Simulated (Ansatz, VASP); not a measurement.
**BN in VASP and in Ansatz**

File INCAR:

```
PREC     = Accurate       # precision mode
ENCUT    = 600            # plane-wave cutoff, eV
EDIFF    = 1E-6           # SCF threshold, eV
ISMEAR   = -1             # smearing method
SIGMA    = 0.05           # smearing width, eV
LREAL    = F              # projectors in reciprocal space
LASPH    = T              # aspherical terms in the spheres
NELM     = 120            # most SCF steps
ALGO     = Normal         # electronic algorithm
ISIF     = 2              # what is computed and relaxed
LWAVE    = F              # write WAVECAR
LCHARG   = T              # write CHGCAR
GGA      = PS             # functional
LELF     = T              # ELF
LVHAR    = T            
NBANDS   = 16             # bands
GGA_COMPAT= F
```

The input KPOINTS:

```
Automatic mesh
0
Gamma
  10 10 6
```

File POSCAR:

```
BN
1.0
    2.5539396017      0.0000000000      0.0000000000
   -1.2769698009      2.2117765748      0.0000000000
    0.0000000000      0.0000000000      4.0577808000
N B
2 2
Direct
    0.3333333333      0.6666666667      0.1252760000
    0.6666666667      0.3333333333      0.6252760000
    0.3333333333      0.6666666667      0.4997240000
    0.6666666667      0.3333333333      0.9997240000
```

File input.yaml:

```yaml
crystal:
  lattice:
    - [2.5539396017, 0.0, 0.0]
    - [-1.2769698009, 2.2117765748, 0.0]
    - [0.0, 0.0, 4.0577808]
  atoms:
    - { symbol: "N", position: [0.3333333333, 0.6666666667, 0.125276] }
    - { symbol: "N", position: [0.6666666667, 0.3333333333, 0.625276] }
    - { symbol: B, position: [0.3333333333, 0.6666666667, 0.499724] }
    - { symbol: B, position: [0.6666666667, 0.3333333333, 0.999724] }
hamiltonian:
  xc: pbesol
  pseudopotentials: { kind: paw }
kpoints:
  mp_grid: { grid: [10, 10, 6] }
  band_path:
    path:
      - [[0.0, 0.0, 0.0], [0.5, 0.0, 0.0], [0.3333333333, 0.3333333333, 0.0], [0.0, 0.0, 0.0], [0.0, 0.0, 0.5], [0.5, 0.0, 0.5], [0.3333333333, 0.3333333333, 0.5], [0.0, 0.0, 0.5]]
      - [[0.5, 0.0, 0.5], [0.5, 0.0, 0.0]]
      - [[0.3333333333, 0.3333333333, 0.0], [0.3333333333, 0.3333333333, 0.5]]
    npoints: 14
scf:
  occupations: { method: fermi_dirac, width: 0.05 }
  n_extra_bands: 10
output:
  forces: true
  stress: true
  eigenvalues: true
  fatbands: true
```

Alike in both runs: functional PBEsol; k mesh 10 × 10 × 6; occupations fermi-dirac, width 0.05 eV; no spin polarisation.

```csv
,VASP,Ansatz
version,VASP 6.6.1,Ansatz 0.2.0
potentials or method,"VASP PAW PBE potentials, release 64 (N, B)",Ansatz PAW
plane-wave cutoff (eV),600,420
valence electrons in the cell,16,16
task,single point,band structure
```

|  | VASP | Ansatz | Ansatz less VASP |
| --- | --- | --- | --- |
| gap on the k mesh at the Fermi level (eV) | 5.24 | 5.26 | +0.018 |
| least direct gap on the mesh (eV) | 8.03 | 8.03 | +0.008 |
| pressure (GPa) | 11.6 | 11.2 | -0.42 |
| traceless stress, the component that is largest in VASP (GPa) | 29.11 | 28.92 | -0.191 |
| rms of the force components (eV/Å) | 0.117 | 0.112 | -0.0053 |

VASP's potentials were made for PBE, not for PBEsol. Atom by atom the forces differ by 0.005 eV/Å (rms over components). With one functional, cell and mesh, what is left measures potentials, basis and numerics.

Noted on Ansatz's run: Pulay correction over one GPa; the k mesh misses the band edges, so the gap on the mesh is wider than the one along the path.
